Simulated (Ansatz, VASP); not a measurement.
**Sc2TaMo2C5 in VASP and in Ansatz**

```xyz
20
Lattice="2.2426 2.2436 4.4759 -2.2312 -2.2331 4.4650 6.6764 -4.4370 2.2384" Properties=species:S:1:pos:R:3 pbc="T T T"
C     4.4616   -2.1918    8.9769
C     6.7326   -2.2006    6.6788
C     4.4547   -4.4795    6.7331
C    -0.0440   -0.0377    6.7031
C     0.0171   -2.1865    4.5147
C     2.2782   -2.1614    2.2652
C     2.1741   -2.2665    6.6711
C     4.4465   -2.2064    4.4358
C     6.7279   -4.3790    4.4714
C     2.1987   -0.0034    4.4207
Sc    4.4655   -4.4545    4.4684
Sc    2.2217   -2.1983    8.9388
Sc    4.4498   -2.1949    6.7064
Sc    2.2465    0.0088    6.7063
Mo    2.2368   -4.4569    6.7007
Mo    6.6113   -2.1253    4.4738
Mo    2.2856   -0.0412    2.2358
Mo    2.2746   -2.2620    4.4678
Ta    0.0226    0.0021    8.9383
Ta    6.6684   -4.4155    6.7068
```

Alike in both runs: functional PBE; k mesh 4 × 4 × 3; occupations gaussian, width 0.1 eV; no spin polarisation.

Ansatz relaxed the structure, and its values are those at the end. VASP's run is a single point on that final structure, the one shown.

```csv
,VASP,Ansatz
version,VASP 6.6.1,Ansatz 0.2.0
potentials or method,"VASP PAW PBE potentials, release 64 (C, Sc_sv, Mo_sv, Ta_pv), cutoff 520 eV","scalar-relativistic, plane waves, PAW"
valence electrons in the cell,162,166
```

VASP gave:

| Item | Value |
| --- | --- |
| gap on the k mesh at the Fermi level (eV) | none |
| pressure (GPa) | 0.7 |
| rms of the force components (eV/Å) | 0.011 |

Q: Estimate Ansatz's values.

A: gap on the k mesh at the Fermi level (eV): none; pressure (GPa): 0.0; rms of the force components (eV/Å): 0.008.

A gap of «none» marks a metal or a gap that the smearing closes. VASP's potentials hold 162 valence electrons a cell and Ansatz's 166, so a difference there can come from the potentials and not from the codes.

Neither program's run includes spin-orbit coupling.
